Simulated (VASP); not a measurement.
# Zr2Ti (Fd-3m) in VASP: a series of runs

The runs below take Zr2Ti through single point, relaxation of cell and atoms, with PBE.

All numbers are computed with VASP 6.6.1; they aren't measurements. Logs are shortened: lines on timing, memory, paths and dates and some standing lists are left out, and cuts for length are marked.

### 1 The cell of the first run

Symmetry: Fd-3m, No. 227, cubic system. The conventional cell has a = 7.240 Å, b = 7.240 Å, c = 7.240 Å, α = 90.00°, β = 90.00°, γ = 90.00°. Within 3.4 Å of Zr (site symmetry -3m) lie 6 Zr at 2.56 Å and 6 Ti at 3.00 Å. Within 4.0 Å of Ti (site symmetry -43m) lie 12 Zr at 3.00 Å and 4 Ti at 3.13 Å.

### 2 Single point, PBE

INCAR reads:

```
SYSTEM = Zr2Ti
  PREC = Accurate
  ENCUT = 500
  EDIFF = 1E-6
  ISMEAR = 0
  SIGMA = 0.1
  LREAL = .False.
  LASPH = .True.
  NELM = 120
  ALGO = Normal
  ISIF = 2
  LWAVE = .False.
  LCHARG = .False.
  GGA = PE
  NBANDS = 45
  GGA_COMPAT = .False.
```

KPOINTS reads:

```
regular mesh
0
Gamma
  4 4 4
  0 0 0
```

POSCAR reads:

```
Zr2Ti
1.0
    0.0000000000      3.6198098014      3.6198098014
    3.6198098014      0.0000000000      3.6198098014
    3.6198098014      3.6198098014      0.0000000000
Zr Ti
4 2
Direct
    0.6250000000      0.6250000000      0.6250000000
    0.1250000000      0.6250000000      0.6250000000
    0.6250000000      0.6250000000      0.1250000000
    0.6250000000      0.1250000000      0.6250000000
    0.0000000000      0.0000000000      0.0000000000
    0.2500000000      0.2500000000      0.2500000000
```

Potentials or basis: VASP PAW PBE potentials, release 64 (Zr_sv, Ti_sv).

Started as:

```
cat potpaw_PBE.64/Zr_sv/POTCAR potpaw_PBE.64/Ti_sv/POTCAR > POTCAR
mpirun -np 1 vasp_std > vasp.out
```

OUTCAR:

```text
SYSTEM = Zr2Ti
   PREC = Accurate
   ENCUT = 500
   EDIFF = 1E-6
   ISMEAR = 0
   LREAL = .False.
   LASPH = .True.
   NELM = 120
   ISIF = 2
   GGA = PE

 ion  position               nearest neighbor table
   1  0.625  0.625  0.625-   2 2.56   3 2.56   4 2.56   3 2.56   4 2.56   2 2.56   6 3.00   5 3.00
                             6 3.00   5 3.00   6 3.00   5 3.00
   2  0.125  0.625  0.625-   1 2.56   3 2.56   4 2.56   1 2.56   3 2.56   4 2.56   5 3.00   6 3.00
                             5 3.00   5 3.00   6 3.00   6 3.00
   3  0.625  0.625  0.125-   1 2.56   1 2.56   2 2.56   4 2.56   4 2.56   2 2.56   6 3.00   5 3.00
                             6 3.00   5 3.00   6 3.00   5 3.00
   4  0.625  0.125  0.625-   1 2.56   3 2.56   1 2.56   2 2.56   3 2.56   2 2.56   5 3.00   6 3.00
                             5 3.00   6 3.00   6 3.00   5 3.00
   5  0.000  0.000  0.000-   1 3.00   3 3.00   4 3.00   1 3.00   2 3.00   3 3.00   1 3.00   2 3.00
                             4 3.00   2 3.00   3 3.00   4 3.00
   6  0.250  0.250  0.250-   2 3.00   3 3.00   4 3.00   1 3.00   2 3.00   4 3.00   1 3.00   2 3.00
                             3 3.00   1 3.00   3 3.00   4 3.00

  LATTYP: Found a face centered cubic cell.
 ALAT       =     7.2396196028

  Lattice vectors:

 A1 = (   0.0000000000,   3.6198098014,   3.6198098014)
 A2 = (   3.6198098014,   0.0000000000,   3.6198098014)
 A3 = (   3.6198098014,   3.6198098014,   0.0000000000)

Analysis of symmetry for initial positions (statically):
=====================================================================
 Subroutine PRICEL returns:
 Original cell was already a primitive cell.

 Routine SETGRP: Setting up the symmetry group for a
 face centered cubic supercell.

 Subroutine GETGRP returns: Found 48 space group operations
 (whereof 24 operations were pure point group operations)
 out of a pool of 48 trial point group operations.

The static configuration has the point symmetry T_d .
 The point group associated with its full space group is O_h .

Analysis of symmetry for dynamics (positions and initial velocities):
=====================================================================
 Subroutine PRICEL returns:
 Original cell was already a primitive cell.

 Routine SETGRP: Setting up the symmetry group for a
 face centered cubic supercell.

 Subroutine GETGRP returns: Found 48 space group operations
 (whereof 24 operations were pure point group operations)
 out of a pool of 48 trial point group operations.

The dynamic configuration has the point symmetry T_d .
 The point group associated with its full space group is O_h .

 Subroutine INISYM returns: Found 48 space group operations
 (whereof 24 operations are pure point group operations),
 and found     1 'primitive' translations

----------------------------------------------------------------------------------------

                                     Primitive cell

  volume of cell :      94.8609

  direct lattice vectors                    reciprocal lattice vectors
     0.000000000  3.619809801  3.619809801    -0.138128804  0.138128804  0.138128804
     3.619809801  0.000000000  3.619809801     0.138128804 -0.138128804  0.138128804
     3.619809801  3.619809801  0.000000000     0.138128804  0.138128804 -0.138128804

  length of vectors
     5.119184114  5.119184114  5.119184114     0.239246107  0.239246107  0.239246107

  position of ions in fractional coordinates (direct lattice)
     0.625000000  0.625000000  0.625000000
     0.125000000  0.625000000  0.625000000
     0.625000000  0.625000000  0.125000000
     0.625000000  0.125000000  0.625000000
     0.000000000  0.000000000  0.000000000
     0.250000000  0.250000000  0.250000000

  ion indices of the primitive-cell ions
   primitive index   ion index
                 1           1
                 2           2
                 3           3
                 4           4
                 5           5
                 6           6

----------------------------------------------------------------------------------------

 KPOINTS: regular mesh

Automatic generation of k-mesh.
 Grid dimensions read from file:
 generate k-points for:    4    4    4

 Generating k-lattice:

  Cartesian coordinates                     Fractional coordinates (reciprocal lattice)
    -0.034532201  0.034532201  0.034532201     0.250000000  0.000000000  0.000000000
     0.034532201 -0.034532201  0.034532201     0.000000000  0.250000000  0.000000000
     0.034532201  0.034532201 -0.034532201     0.000000000  0.000000000  0.250000000

  Length of vectors
     0.059811527  0.059811527  0.059811527

  Shift w.r.t. Gamma in fractional coordinates (k-lattice)
     0.000000000  0.000000000  0.000000000

 Subroutine IBZKPT returns following result:
 ===========================================

 Found      8 irreducible k-points:

 Following reciprocal coordinates:
            Coordinates               Weight
  0.000000  0.000000  0.000000      1.000000
  0.250000  0.000000  0.000000      8.000000
  0.500000  0.000000  0.000000      4.000000
  0.250000  0.250000  0.000000      6.000000
  0.500000  0.250000  0.000000     24.000000
 -0.250000  0.250000  0.000000     12.000000
  0.500000  0.500000  0.000000      3.000000
 -0.250000  0.500000  0.250000      6.000000
   k-points           NKPTS =      8   k-points in BZ     NKDIM =      8   number of bands    NBANDS=     45
   number of dos      NEDOS =    301   number of ions     NIONS =      6
   total plane-waves  NPLWV =  64000
   dimension x,y,z NGX =    40 NGY =   40 NGZ =   40
   dimension x,y,z NGXF=    80 NGYF=   80 NGZF=   80
   ions per type =               4   2
   NGX,Y,Z   is equivalent  to a cutoff of  12.99, 12.99, 12.99 a.u.
   NGXF,Y,Z  is equivalent  to a cutoff of  25.98, 25.98, 25.98 a.u.
 SYSTEM =  Zr2Ti
   PREC   = accura    normal or accurate (medium, high low for compatibility)
   ISTART =      0    job   : 0-new  1-cont  2-samecut
   ICHARG =      2    charge: 1-file 2-atom 10-const
   ISPIN  =      1    spin polarized calculation?
   LNONCOLLINEAR =      F non collinear calculations
   LSORBIT =      F    spin-orbit coupling
   LASPH  =      T    aspherical Exc in radial PAW
   ENCUT  =  500.0 eV  36.75 Ry    6.06 a.u.   9.33  9.33  9.33*2*pi/ulx,y,z
   NELM   =    120;   NELMIN=  2; NELMDL= -5     # of ELM steps
   EDIFF  = 0.1E-05   stopping-criterion for ELM
   LREAL  =      F    real-space projection
   EDIFFG = 0.1E-04   stopping-criterion for IOM
   NSW    =      0    number of steps for IOM
   IBRION =     -1    ionic relax: 0-MD 1-quasi-New 2-CG
   NFREE  =      0    steps in history (QN), initial steepest desc. (CG)
   ISIF   =      2    stress and relaxation
   ISYM   =      2    0-nonsym 1-usesym 2-fastsym
   POTIM  = 0.5000    time-step for ionic-motion
   TEBEG  =    0.0;   TEEND  =   0.0 temperature during run
   PSTRESS=    0.0 pullay stress
   NELECT =      72.0000    total number of electrons
   NUPDOWN=      -1.0000    fix difference up-down
   EMIN   =  10.00;   EMAX   =-10.00  energy-range for DOS
   EFERMI =   0.00;   METHOD = LEGACY
   ISMEAR =     0;   SIGMA  =   0.10  broadening in eV -4-tet -1-fermi 0-gaus
   EFERMI_NEDOS =   21; number of points for ismear=-14 and -15
   IALGO  =     38    algorithm
   IMIX   =      4    mixing-type and parameters
     AMIX     =   0.40;   BMIX     =  1.00
     AMIX_MAG =   1.60;   BMIX_MAG =  1.00
  volume/ion in A,a.u.               =      15.81       106.69
  Fermi-wavevector in a.u.,A,eV,Ry     =   1.493333  2.821990 30.341572  2.230043
  Thomas-Fermi vector in A             =   2.605747
   LORBIT       =      0    0 simple, 1 ext, 2 COOP (PROOUT), +10 PAW based schemes
   GGA     = PE    functional components
   LHFCALC =     F    Hartree Fock is set to
   AEXX    =    0.0000 exact exchange contribution
   IVDW    =     0    specifies the selected vdW correction
   LEPSILON=     F    determine dielectric tensor
   LRPA    =     F    only Hartree local field effects (RPA)
 non-spin polarized calculation
 Gauss-broadening in eV      SIGMA  =   0.10
  energy-cutoff  :      500.00
  volume of cell :       94.86
 maximum number of plane-waves:      2450
 NGX is ok and might be reduce to    40
   NGX = 19   NGY = 19   NGZ = 19

 number of electron      71.9999997 magnetization

 Free energy of the ion-electron system (eV)
  ---------------------------------------------------
  ext. energy  EPLUGINS =         0.00000000
  ---------------------------------------------------
  free energy    TOTEN  =       -42.14670311 eV

  energy without entropy =      -42.07229317  energy(sigma->0) =      -42.10949814

 E-fermi :  11.9730     XC(G=0): -12.5823

 val. band max:       11.9618336919   @ k =   0.5000   0.2500   0.0000
 cond. band min:      12.0084509538   @ k =  -0.2500   0.2500   0.0000
 fundamental gap:      0.0466172620
 Fermi energy:        11.9730475388

 k-point     1 :       0.0000    0.0000    0.0000
  band No.  band energies     occupation
      1     -44.5198      2.00000
      2     -44.4852      2.00000
      3     -36.2075      2.00000
      4     -35.1366      2.00000
      5     -35.1366      2.00000
      6     -35.1366      2.00000
[... 37 lines left out ...]
     44      13.9570      0.00000
     45      17.4245      0.00000

 k-point     2 :       0.2500    0.0000    0.0000
  band No.  band energies     occupation
      1     -44.5160      2.00000
      2     -44.4887      2.00000
      3     -36.1068      2.00000
      4     -35.2627      2.00000
      5     -35.1379      2.00000
      6     -35.1379      2.00000
[... 37 lines left out ...]
     44      13.8277      0.00000
     45      16.1652      0.00000

 k-point     3 :       0.5000    0.0000    0.0000
  band No.  band energies     occupation
      1     -44.5108      2.00000
      2     -44.4937      2.00000
      3     -35.9629      2.00000
      4     -35.4318      2.00000
      5     -35.1392      2.00000
      6     -35.1392      2.00000
[... 229 lines left out ...]
     44      14.0056      0.00000
     45      15.3128      0.00000

 k-point     8 :      -0.2500    0.5000    0.2500
  band No.  band energies     occupation
      1     -44.5022      2.00000
      2     -44.5022      2.00000
      3     -35.7040      2.00000
      4     -35.7040      2.00000
      5     -35.1419      2.00000
      6     -35.1419      2.00000
[... 37 lines left out ...]
     44      14.3413      0.00000
     45      14.7309      0.00000

------------------------ aborting loop because EDIFF is reached ----------------------------------------

  FORCE on cell =-STRESS in cart. coord.  units (eV):
  Direction    XX          YY          ZZ          XY          YZ          ZX
  --------------------------------------------------------------------------------------
  -------------------------------------------------------------------------------------
  Total       30.0894120     30.0894120     30.0894120      0.0000000      0.0000000      0.0000000
  in kB      508.2027753    508.2027753    508.2027753      0.0000000      0.0000000      0.0000000
  external PRESSURE =     508.2027753 kB  Pullay stress =       0.0000000 kB

 VOLUME and BASIS-vectors are now :
 -----------------------------------------------------------------------------
  energy-cutoff  :      500.00
  volume of cell :       94.86
      direct lattice vectors                 reciprocal lattice vectors
     0.000000000  3.619809801  3.619809801    -0.138128804  0.138128804  0.138128804
     3.619809801  0.000000000  3.619809801     0.138128804 -0.138128804  0.138128804
     3.619809801  3.619809801  0.000000000     0.138128804  0.138128804 -0.138128804

 POSITION                                       TOTAL-FORCE (eV/Angst)
 -----------------------------------------------------------------------------------
      4.52476      4.52476      4.52476        -0.000000     -0.000000     -0.000000
      4.52476      2.71486      2.71486        -0.000000     -0.000000     -0.000000
      2.71486      2.71486      4.52476        -0.000000     -0.000000     -0.000000
      2.71486      4.52476      2.71486        -0.000000     -0.000000     -0.000000
      0.00000      0.00000      0.00000        -0.000000     -0.000000     -0.000000
      1.80990      1.80990      1.80990         0.000000      0.000000      0.000000
 -----------------------------------------------------------------------------------
    total drift:                                0.000000      0.000000      0.000000

  FREE ENERGIE OF THE ION-ELECTRON SYSTEM (eV)
  ---------------------------------------------------
  free  energy   TOTEN  =       -42.1467031086 eV

  energy  without entropy=      -42.0722931720  energy(sigma->0) =      -42.10949814
```

Wall time 99 s (1 thread of Oxide Virtual Turin-like, shared host); peak memory 0.2 GiB.

Results:

```yaml
Free_energy: -42.1467 eV
Pressure: 50.8 GPa
Band_gap_on_the_k_mesh: zero (bands 36 and 37 overlap by 0.08 eV)
```

Levels at points of the mesh, in eV from the Fermi level:
```tsv
k point	band 32	band 33	band 34	band 35	band 36	band 37	band 38	band 39	band 40	band 41
(0.00, 0.00, 0.00)	-2.40	-1.13	-1.13	0.07	0.07	0.86	0.86	0.86	1.70	1.70
(0.50, 0.00, 0.00)	-1.44	-0.52	-0.52	-0.17	-0.17	0.30	0.30	0.61	1.34	1.34
(0.50, 0.50, 0.00)	-1.64	-0.99	-0.99	-0.06	-0.06	0.24	0.24	1.51	1.51	1.84
```

Caveat: the k points lie up to 0.38 Å⁻¹ apart.

### 3 Single point, PBE

This run uses another cell than the first one, of 22.07 Å³/atom.

INCAR reads:

```
PREC = Accurate
ENCUT = 500
EDIFF = 1E-6
ISMEAR = 0
SIGMA = 0.1
LREAL = False
LASPH = True
NELM = 120
ALGO = Normal
ISIF = 2
LWAVE = False
LCHARG = False
GGA = PE
NBANDS = 45
GGA_COMPAT = False
```

KPOINTS reads:

```
Automatic mesh
0
Gamma
  4 4 4
```

POSCAR, as its differences from that of step 2:

```diff
@@ -2,5 +2,5 @@
 1.0
-    0.0000000000      3.6198098014      3.6198098014
-    3.6198098014      0.0000000000      3.6198098014
-    3.6198098014      3.6198098014      0.0000000000
+    0.0000000000      4.0452281959      4.0452281959
+    4.0452281959      0.0000000000      4.0452281959
+    4.0452281959      4.0452281959      0.0000000000
 Zr Ti
```

Potentials or basis: VASP PAW PBE potentials, release 64 (Zr_sv, Ti_sv).

Started as:

```
cat potpaw_PBE.64/Zr_sv/POTCAR potpaw_PBE.64/Ti_sv/POTCAR > POTCAR
mpirun -np 1 vasp_std > vasp.out
```

Run time: 2 min. Hardware: 1 thread of Oxide Virtual Turin-like, shared host; peak memory 0.23 GiB.

Results (log left out):

| Item | Value |
| --- | --- |
| Free energy | -46.8286 eV |
| Pressure | 0.1 GPa |
| Band gap on the k mesh | zero (bands 36 and 37 overlap by 0.06 eV) |

Levels at points of the mesh, in eV from the Fermi level:
```tsv
k point	band 34	band 35	band 36	band 37	band 38	band 39
(0.00, 0.00, 0.00)	-0.49	0.03	0.03	0.38	0.38	0.38
(0.50, 0.00, 0.00)	-0.27	-0.01	-0.01	0.09	0.09	0.14
(0.50, 0.50, 0.00)	-0.61	-0.33	-0.33	0.03	0.03	0.48
```

(Continued in part 2 of 2.)

The gap in the log of VASP goes by the Fermi energy; the results here count the filled bands.